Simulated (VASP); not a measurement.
# Ga2O3 (P-3m1) in VASP: notebook

Aim: see how the results for Ga2O3 move with the level of theory and the settings. Levels: PBE, HSE06. Tasks: single point.

All numbers are computed with VASP 6.6.1; they aren't measurements. Logs are shortened: lines on timing, memory, paths and dates and some standing lists are left out, and cuts for length are marked.

## Step 1: The cell of the first run

Symmetry: P-3m1, No. 164, trigonal system. The conventional cell has a = 2.991 Å, b = 2.991 Å, c = 6.846 Å, α = 90.00°, β = 90.00°, γ = 120.00°. Ga (site symmetry 3m) has 6 O at 1.87 to 2.22 Å within 2.5 Å. Within 3.0 Å of O (site symmetry -3m) lie 6 Ga at 2.22 Å and 12 O at 2.73 to 2.99 Å. Within 2.5 Å of O (site symmetry 3m) lie 3 Ga at 1.87 Å.

## Step 2: Single point, PBE, non-collinear spin, zero start, spin-orbit coupling

Contents of INCAR:

```
PREC = Accurate ; ENCUT = 520
EDIFF = 1E-7 ; ISMEAR = 0
SIGMA = 0.01 ; LREAL = F
LASPH = T ; NELM = 150
ALGO = Normal ; ISIF = 2
LWAVE = F ; LCHARG = T
MAGMOM = 0 0 0 0 0 0 0 0 0 0 0 0 0 0 0 ; LORBIT = 11
LSORBIT = T ; GGA_COMPAT = F
LORBMOM = T ; GGA = PE
LVHAR = T ; NBANDS = 59
```

Contents of KPOINTS:

```
regular mesh
0
Gamma
  12 12 4
```

Contents of POSCAR:

```
Ga2O3
1.0
    2.9909457806      0.0000000000      0.0000000000
   -1.4954728903      2.5902350273      0.0000000000
    0.0000000000      0.0000000000      6.8458074855
Ga O
2 3
Direct
    0.3333333333      0.6666666667      0.2039192948
    0.6666666667      0.3333333333      0.7960807052
    0.0000000000      0.0000000000      0.0000000000
    0.3333333333      0.6666666667      0.6915990720
    0.6666666667      0.3333333333      0.3084009280
```

Potentials or basis: VASP PAW PBE potentials, release 64 (Ga_d, O).

Run with:

```
> cat potpaw_PBE.64/Ga_d/POTCAR potpaw_PBE.64/O/POTCAR > POTCAR
> mpirun -np 1 vasp_ncl > vasp.out
```

OUTCAR:

```text
PREC = Accurate
   ENCUT = 520
   EDIFF = 1E-7
   ISMEAR = 0
   LREAL = F
   LASPH = T
   NELM = 150
   ISIF = 2
   LORBIT = 11
   LSORBIT = T
   GGA = PE

 ion  position               nearest neighbor table
   1  0.333  0.667  0.204-   5 1.87   5 1.87   5 1.87   3 2.22   3 2.22   3 2.22
   2  0.667  0.333  0.796-   4 1.87   4 1.87   4 1.87   3 2.22   3 2.22   3 2.22
   3  0.000  0.000  0.000-   1 2.22   2 2.22   1 2.22   2 2.22   2 2.22   1 2.22
   4  0.333  0.667  0.692-   2 1.87   2 1.87   2 1.87
   5  0.667  0.333  0.308-   1 1.87   1 1.87   1 1.87

  LATTYP: Found a hexagonal cell.
 ALAT       =     2.9909457806
 C/A-ratio  =     2.2888437263

  Lattice vectors:

 A1 = (   2.9909457806,   0.0000000000,   0.0000000000)
 A2 = (  -1.4954728903,   2.5902350273,   0.0000000000)
 A3 = (   0.0000000000,   0.0000000000,   6.8458074855)

Analysis of symmetry for initial positions (statically):
=====================================================================
 Subroutine PRICEL returns:
 Original cell was already a primitive cell.

 Routine SETGRP: Setting up the symmetry group for a
 hexagonal supercell.

 Subroutine GETGRP returns: Found 12 space group operations
 (whereof 12 operations were pure point group operations)
 out of a pool of 24 trial point group operations.

The static configuration has the point symmetry D_3d.

Analysis of symmetry for dynamics (positions and initial velocities):
=====================================================================
 Subroutine PRICEL returns:
 Original cell was already a primitive cell.

 Routine SETGRP: Setting up the symmetry group for a
 hexagonal supercell.

 Subroutine GETGRP returns: Found 12 space group operations
 (whereof 12 operations were pure point group operations)
 out of a pool of 24 trial point group operations.

The dynamic configuration has the point symmetry D_3d.

Analysis of structural, dynamic, and magnetic symmetry:
=====================================================================
 Subroutine PRICEL returns:
 Original cell was already a primitive cell.

 Routine SETGRP: Setting up the symmetry group for a
 hexagonal supercell.

 Subroutine GETGRP returns: Found 12 space group operations
 (whereof 12 operations were pure point group operations)
 out of a pool of 24 trial point group operations.

The overall configuration has the point symmetry D_3d.

 Subroutine INISYM returns: Found 12 space group operations
 (whereof 12 operations are pure point group operations),
 and found     1 'primitive' translations

----------------------------------------------------------------------------------------

                                     Primitive cell

  volume of cell :      53.0362

  direct lattice vectors                    reciprocal lattice vectors
     2.990945781  0.000000000  0.000000000     0.334342403  0.193032676  0.000000000
    -1.495472890  2.590235027  0.000000000     0.000000000  0.386065353  0.000000000
     0.000000000  0.000000000  6.845807485     0.000000000  0.000000000  0.146074806

  length of vectors
     2.990945781  2.990945781  6.845807485     0.386065353  0.386065353  0.146074806

  position of ions in fractional coordinates (direct lattice)
     0.333333333  0.666666667  0.203919295
     0.666666667  0.333333333  0.796080705
     0.000000000  0.000000000  0.000000000
     0.333333333  0.666666667  0.691599072
     0.666666667  0.333333333  0.308400928

  ion indices of the primitive-cell ions
   primitive index   ion index
                 1           1
                 2           2
                 3           3
                 4           4
                 5           5

----------------------------------------------------------------------------------------

 KPOINTS: regular mesh

Automatic generation of k-mesh.
 Grid dimensions read from file:
 generate k-points for:   12   12    4

 Generating k-lattice:

  Cartesian coordinates                     Fractional coordinates (reciprocal lattice)
     0.027861867  0.016086056  0.000000000     0.083333333 -0.000000000  0.000000000
     0.000000000  0.032172113  0.000000000     0.000000000  0.083333333  0.000000000
     0.000000000  0.000000000  0.036518701     0.000000000  0.000000000  0.250000000

  Length of vectors
     0.032172113  0.032172113  0.036518701

  Shift w.r.t. Gamma in fractional coordinates (k-lattice)
     0.000000000  0.000000000  0.000000000

 Subroutine IBZKPT returns following result:
 ===========================================

 Found     69 irreducible k-points:

[... 67 lines left out ...]
  Fermi-wavevector in a.u.,A,eV,Ry     =   1.538278  2.906925 32.195469  2.366300
  Thomas-Fermi vector in A             =   2.644669
   LORBIT       =     11    0 simple, 1 ext, 2 COOP (PROOUT), +10 PAW based schemes
   GGA     = PE    functional components
   LHFCALC =     F    Hartree Fock is set to
   AEXX    =    0.0000 exact exchange contribution
   IVDW    =     0    specifies the selected vdW correction
   LEPSILON=     F    determine dielectric tensor
   LRPA    =     F    only Hartree local field effects (RPA)
 Gauss-broadening in eV      SIGMA  =   0.01
  energy-cutoff  :      520.00
  volume of cell :       53.04
 maximum number of plane-waves:      2920
 NGX is ok and might be reduce to    24
   NGX = 11   NGY = 11   NGZ = 25

 number of electron      44.0000036 magnetization       0.0000000      0.0000000      0.0000000

 number of electron      44.0000036 magnetization      -0.0000000     -0.0000000      0.0000000

 number of electron      44.0000036 magnetization      -0.0000000     -0.0000000     -0.0000000

 number of electron      44.0000036 magnetization       0.0000000      0.0000000     -0.0000000

 Free energy of the ion-electron system (eV)
  ---------------------------------------------------
  ext. energy  EPLUGINS =         0.00000000
  ---------------------------------------------------
  free energy    TOTEN  =       -29.00173008 eV

  energy without entropy =      -29.00173008  energy(sigma->0) =      -29.00173008

 E-fermi :   3.7405     XC(G=0): -11.4958

 val. band max:        3.6670876610   @ k =   0.0000   0.0000   0.0000
 cond. band min:       6.1588132943   @ k =   0.0000   0.0000   0.0000
 fundamental gap:      2.4917256334
 Fermi energy:         3.7404780993

 k-point     1 :       0.0000    0.0000    0.0000
  band No.  band energies     occupation
      1     -15.4168      1.00000
      2     -15.4168      1.00000
      3     -14.5944      1.00000
      4     -14.5944      1.00000
      5     -13.2659      1.00000
      6     -13.2659      1.00000
[... 1405 lines left out ...]
     55      16.3119      0.00000
     56      16.3119      0.00000

 [... further k-points ...]

 [bands above 56 left out]

------------------------ aborting loop because EDIFF is reached ----------------------------------------

  FORCE on cell =-STRESS in cart. coord.  units (eV):
  Direction    XX          YY          ZZ          XY          YZ          ZX
  --------------------------------------------------------------------------------------
  -------------------------------------------------------------------------------------
  Total        3.3470441      3.3470441      2.2797633      0.0000000      0.0000000     -0.0000000
  in kB      101.1112839    101.1112838     68.8696603      0.0000000      0.0000000     -0.0000000
  external PRESSURE =      90.3640760 kB  Pullay stress =       0.0000000 kB

 VOLUME and BASIS-vectors are now :
 -----------------------------------------------------------------------------
  energy-cutoff  :      520.00
  volume of cell :       53.04
      direct lattice vectors                 reciprocal lattice vectors
     2.990945781  0.000000000  0.000000000     0.334342403  0.193032676  0.000000000
    -1.495472890  2.590235027  0.000000000     0.000000000  0.386065353  0.000000000
     0.000000000  0.000000000  6.845807485     0.000000000  0.000000000  0.146074806

 POSITION                                       TOTAL-FORCE (eV/Angst)
 -----------------------------------------------------------------------------------
     -0.00000      1.72682      1.39599         0.000000     -0.000000     -0.163714
      1.49547      0.86341      5.44982        -0.000000      0.000000      0.163714
      0.00000      0.00000      0.00000         0.000000      0.000000      0.000000
     -0.00000      1.72682      4.73455        -0.000000      0.000000     -0.480294
      1.49547      0.86341      2.11125        -0.000000     -0.000000      0.480294
 -----------------------------------------------------------------------------------
    total drift:                                0.000000     -0.000000      0.000000

  FREE ENERGIE OF THE ION-ELECTRON SYSTEM (eV)
  ---------------------------------------------------
  free  energy   TOTEN  =       -29.0017300818 eV

  energy  without entropy=      -29.0017300818  energy(sigma->0) =      -29.00173008

 orbital moment (x)

 # of ion     p       d       tot
 ----------------------------------------
  1         0.000  -0.000   0.000
  2         0.000  -0.000   0.000
  3        -0.000   0.000  -0.000
  4        -0.000   0.000  -0.000
  5        -0.000   0.000  -0.000
 ----------------------------------------
            0.000  -0.000   0.000

 orbital moment (y)

 # of ion     p       d       tot
 ----------------------------------------
  1        -0.000  -0.000  -0.000
  2        -0.000   0.000  -0.000
  3         0.000   0.000   0.000
  4        -0.000   0.000  -0.000
  5         0.000   0.000   0.000
 ----------------------------------------
           -0.000  -0.000  -0.000

 orbital moment (z)

 # of ion     p       d       tot
 ----------------------------------------
  1         0.000   0.000   0.000
  2         0.000   0.000   0.000
  3         0.000   0.000   0.000
  4        -0.000   0.000  -0.000
  5        -0.000   0.000  -0.000
 ----------------------------------------
           -0.000   0.000   0.000

 Spin-Orbit-Coupling matrix elements

 Ion:    1  E_soc:     -0.0093469
 l=   1
     0.0000000    -0.0007620    -0.0008686
    -0.0007620     0.0000000    -0.0007620
    -0.0008686    -0.0007620     0.0000000
 l=   2
     0.0000000    -0.0001498     0.0000000    -0.0001498    -0.0006121
    -0.0001498     0.0000000    -0.0004618    -0.0001461    -0.0001498
     0.0000000    -0.0004618     0.0000000    -0.0004618     0.0000000
    -0.0001498    -0.0001461    -0.0004618     0.0000000    -0.0001498
    -0.0006121    -0.0001498     0.0000000    -0.0001498     0.0000000
 l=   3
     0.0000000     0.0000000     0.0000000     0.0000000     0.0000000     0.0000000     0.0000000
     0.0000000     0.0000000     0.0000000     0.0000000     0.0000000     0.0000000     0.0000000
     0.0000000     0.0000000     0.0000000     0.0000000     0.0000000     0.0000000     0.0000000
     0.0000000     0.0000000     0.0000000     0.0000000     0.0000000     0.0000000     0.0000000
[... 69 lines left out ...]
 l=   2
     0.0000000     0.0000000     0.0000000     0.0000000     0.0000000
     0.0000000     0.0000000     0.0000000     0.0000000     0.0000000
     0.0000000     0.0000000     0.0000000     0.0000000     0.0000000
     0.0000000     0.0000000     0.0000000     0.0000000     0.0000000
     0.0000000     0.0000000     0.0000000     0.0000000     0.0000000
 l=   3
     0.0000000     0.0000000     0.0000000     0.0000000     0.0000000     0.0000000     0.0000000
     0.0000000     0.0000000     0.0000000     0.0000000     0.0000000     0.0000000     0.0000000
     0.0000000     0.0000000     0.0000000     0.0000000     0.0000000     0.0000000     0.0000000
     0.0000000     0.0000000     0.0000000     0.0000000     0.0000000     0.0000000     0.0000000
     0.0000000     0.0000000     0.0000000     0.0000000     0.0000000     0.0000000     0.0000000
     0.0000000     0.0000000     0.0000000     0.0000000     0.0000000     0.0000000     0.0000000
     0.0000000     0.0000000     0.0000000     0.0000000     0.0000000     0.0000000     0.0000000

 total charge

# of ion       s       p       d       tot
------------------------------------------
    1        0.700   0.758  10.248  11.706
    2        0.700   0.758  10.248  11.706
    3        1.571   3.436   0.000   5.007
    4        1.562   3.523   0.000   5.084
    5        1.562   3.523   0.000   5.084
--------------------------------------------------
tot          6.094  11.998  20.496  38.587

 magnetization (x)

# of ion       s       p       d       tot
------------------------------------------
    1        0.000   0.000   0.000   0.000
    2        0.000   0.000   0.000   0.000
    3        0.000  -0.000   0.000  -0.000
    4       -0.000  -0.000   0.000  -0.000
    5       -0.000  -0.000   0.000  -0.000
--------------------------------------------------
tot          0.000   0.000   0.000   0.000

 magnetization (y)

# of ion       s       p       d       tot
------------------------------------------
    1        0.000   0.000   0.000   0.000
    2        0.000   0.000   0.000   0.000
    3        0.000  -0.000   0.000  -0.000
    4        0.000  -0.000   0.000  -0.000
    5        0.000  -0.000   0.000  -0.000
--------------------------------------------------
tot          0.000  -0.000   0.000  -0.000

 magnetization (z)

# of ion       s       p       d       tot
------------------------------------------
    1        0.000   0.000   0.000   0.000
    2        0.000   0.000   0.000   0.000
    3        0.000   0.000   0.000   0.000
    4        0.000   0.000   0.000   0.000
    5        0.000   0.000   0.000   0.000
--------------------------------------------------
tot          0.000   0.000   0.000   0.000
```

Run time: 5.5 min. Hardware: 1 thread of AMD EPYC 9R45 (Zen 5), shared host; peak memory 0.46 GiB.

What came out:

```
Free energy                                           : -29.0017 eV
Pressure                                              : 9.0 GPa
Largest force                                         : 0.480 eV/Å
Net moment                                            : 0.00 μB per cell
Valence electrons inside the program's atomic spheres : Ga 11.71; O 5.01, 5.08 (each value once)
```

Forces on the atoms (eV/Å):
```
Ga   0.000  0.000 -0.164
Ga   0.000  0.000  0.164
O    0.000  0.000  0.000
O    0.000  0.000 -0.480
O    0.000  0.000  0.480
```

Stress tensor (GPa, compression positive):
```
10.11  0.00  0.00
 0.00 10.11  0.00
 0.00  0.00  6.89
```

Moments on the atoms (μB; x, y, z):
```
Ga  0.00 0.00 0.00
Ga  0.00 0.00 0.00
O   0.00 0.00 0.00
O   0.00 0.00 0.00
O   0.00 0.00 0.00
```

Caveat: the cell stands under pressure.

## Step 3: Single point, HSE06

POSCAR is that of step 2.

Contents of INCAR.step1:

```
SYSTEM = Ga2O3
PREC = Accurate
ENCUT = 520
EDIFF = 1E-5
ISMEAR = 0
SIGMA = 0.01
LREAL = .False.
LASPH = .True.
NELM = 60
ALGO = Normal
ISIF = 2
LWAVE = .True.
LCHARG = .False.
NBANDS = 30
GGA = PE
```

Contents of INCAR.step2:

```
SYSTEM = Ga2O3
PREC = Accurate
ENCUT = 520
EDIFF = 1E-6
ISMEAR = 0
SIGMA = 0.01
LREAL = .False.
LASPH = .True.
NELM = 60
ALGO = Normal
ISIF = 2
LWAVE = .False.
LCHARG = .False.
GGA = PE
LHFCALC = .True.
HFSCREEN = 0.2079
PRECFOCK = Fast
NBANDS = 30
ISTART = 1
```

Contents of KPOINTS:

```
Automatic mesh
0
Gamma
  6 6 2
  0 0 0
```

Potentials or basis: VASP PAW PBE potentials, release 64 (Ga_d, O).

Run with:

```
> cat potpaw_PBE.64/Ga_d/POTCAR potpaw_PBE.64/O/POTCAR > POTCAR
> cp INCAR.step1 INCAR
> mpirun -np 1 vasp_std > vasp.out
> cp INCAR.step2 INCAR
> mpirun -np 1 vasp_std > vasp.out
```

It took 56 min on 1 thread of Oxide Virtual Turin-like, shared host; peak memory 0.26 GiB.

The run converged. Its results:

```
Free energy            : -36.6710 eV
Pressure               : 0.6 GPa
Largest force          : 0.171 eV/Å
Band gap on the k mesh : 4.16 eV
```

Forces on the atoms (eV/Å):
```
Ga   0.000  0.000  0.129
Ga   0.000  0.000 -0.129
O    0.000  0.000  0.000
O    0.000  0.000  0.171
O    0.000  0.000 -0.171
```

Stress tensor (GPa, compression positive):
```
0.60 0.00 0.00
0.00 0.60 0.00
0.00 0.00 0.48
```

Levels at points of the mesh, in eV from the valence-band top:
```
           k point  band 19  band 20  band 21  band 22  band 23  band 24  band 25  band 26
(0.00, 0.00, 0.00)    -1.05    -0.90    -0.90     0.00     4.16     7.61     8.30    13.57
(0.50, 0.00, 0.00)    -1.96    -1.68    -0.75    -0.73     6.24     9.76     9.95    12.11
(0.00, 0.00, 0.50)    -1.01    -1.01    -0.92    -0.92     5.13     6.84     8.33    13.24
(0.50, 0.00, 0.50)    -2.26    -2.02    -0.68    -0.32     6.48     9.31     9.58    12.47
```

Caveat: the k points lie up to 0.46 Å⁻¹ apart; the PAW data sets were made with another functional, which shifts forces and pressure a little.
